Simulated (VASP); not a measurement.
A run of VASP 6.6.1 is set up as follows.

File INCAR:

```
ALGO = Normal
EDIFF = 1E-6
ENCUT = 520
GGA = PS
ISIF = 2
ISMEAR = -1
LASPH = T
LCHARG = T
LELF = T
LREAL = F
LVHAR = T
LWAVE = F
NBANDS = 16
NELM = 60
PREC = Accurate
SIGMA = 0.05
```

The input KPOINTS:

```
k-points
0
Gamma
  9 9 9
```

Contents of POSCAR:

```
HgTe
1.0
    0.0000000000      3.2235000000      3.1590300000
    3.2235000000      0.0000000000      3.1590300000
    3.2235000000      3.2235000000      0.0000000000
Hg Te
1 1
Direct
    0.0000000000      0.0000000000      0.0000000000
    0.7500000000      0.7500000000      0.7500000000
```

Potentials or basis: VASP PAW PBE potentials, release 64 (Hg, Te).

The run is started by

```sh
$ cat potpaw_PBE.64/Hg/POTCAR potpaw_PBE.64/Te/POTCAR > POTCAR
$ mpirun -np 1 vasp_std > vasp.out
```

Q: What does it give for the pressure?

A: 2.5 GPa.

Stress tensor (GPa, compression positive):
```
2.39 0.00 0.00
0.00 2.39 0.00
0.00 0.00 2.66
```

Caveat: the cell differs from its parent crystal (zz strain of -2 %); the PAW data sets were made with another functional, which shifts forces and pressure a little.
